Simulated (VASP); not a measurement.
A run of VASP 6.6.1 is set up as follows.

INCAR

```
SYSTEM = Al
ALGO     = Fast           ! electronic algorithm
DIPOL    = 0.5 0.5 0.500
EDIFF    = 1E-6           ! SCF threshold, eV
EDIFFG   = -0.03          ! ionic threshold
ENCUT    = 520            ! plane-wave cutoff, eV
GGA      = PE             ! functional
IBRION   = 2              ! ionic algorithm
IDIPOL   = 3            
ISIF     = 2              ! what is computed and relaxed
ISMEAR   = 0              ! smearing method
IVDW     = 12             ! dispersion correction
LASPH    = .True.         ! aspherical terms in the spheres
LCHARG   = .False.        ! write CHGCAR
LDIPOL   = .True.       
LREAL    = .False.        ! projectors in reciprocal space
LWAVE    = .False.        ! write WAVECAR
NELM     = 60             ! most SCF steps
NSW      = 70             ! ionic steps
PREC     = Accurate       ! precision mode
SIGMA    = 0.1            ! smearing width, eV
```

The input KPOINTS:

```
k-points
0
Gamma
  10 7 1
  0 0 0
```

File POSCAR:

```
Al
1.0
    2.8162123206      0.0000000000      0.0000000000
    0.0000000000      3.9827256583      0.0000000000
    0.0000000000      0.0000000000     18.2243184809
Al
4
Selective dynamics
Direct
    0.5000000000      0.5000000000      0.3841021549  F F F
    0.0000000000      0.0000000000      0.4613673850  F F F
    0.5000000000      0.5000000000      0.5386326150  T T T
    0.0000000000      0.0000000000      0.6158978451  T T T
```

Potentials or basis: VASP PAW PBE potentials, release 64 (Al).

Run with:

```sh
$ cat potpaw_PBE.64/Al/POTCAR > POTCAR
$ mpirun -np 1 vasp_std > vasp.out
```

Task: Predict the energy gained by relaxing.

Result: 1.9 meV/atom.

Task: What does it give for the dispersion energy per atom?

Result: -0.210 eV.

Task: What does it give for the band gap on the k mesh?

Result: Zero (bands 6 and 7 overlap by 1.04 eV).

Final structure:
```
Al
1.0
     2.81621    0.00000    0.00000
     0.00000    3.98273    0.00000
     0.00000    0.00000   18.22432
Al
4
Direct
  0.50000 0.50000 0.38410
  0.00000 0.00000 0.46137
  0.50000 0.50000 0.54180
  0.00000 0.00000 0.61580
```
